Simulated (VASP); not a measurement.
A run of VASP 6.6.1:

File INCAR:

```
SYSTEM = Ge
ALGO = Normal ; EDIFF = 1E-7
EDIFFG = -0.01 ; ENCUT = 600
GGA = PS ; IBRION = 2
ISIF = 3 ; ISMEAR = -1
LASPH = .TRUE. ; LCHARG = .FALSE.
LREAL = .FALSE. ; LWAVE = .FALSE.
NELM = 60 ; NSW = 80
PREC = Accurate ; SIGMA = 0.05
```

KPOINTS

```
k-points
0
G
  8 8 4
  0 0 0
```

Contents of POSCAR:

```
Ge
1.0
    3.9975858431      0.0000000000      0.0000000000
   -1.9987929216      3.4620108940      0.0000000000
    0.0000000000      0.0000000000      6.5993779500
Ge
4
Direct
    0.3333333333      0.6666666667      0.9370987500
    0.6666666667      0.3333333333      0.4370987500
    0.3333333333      0.6666666667      0.5629012500
    0.6666666667      0.3333333333      0.0629012500
```

Potentials or basis: VASP PAW PBE potentials, release 64 (Ge_d).

The run is started by

```console
$ cat potpaw_PBE.64/Ge_d/POTCAR > POTCAR
$ mpirun -np 1 vasp_std > vasp.out
```

Hardware: 1 thread of Intel Xeon 6975P-C, with other jobs on the host.

How long does it take, and how much memory?

It took 4.7 min on 1 thread of Intel Xeon 6975P-C (shared host), peak memory 0.27 GiB. Counts: scf iterations 44, k points 30, ion steps 6.
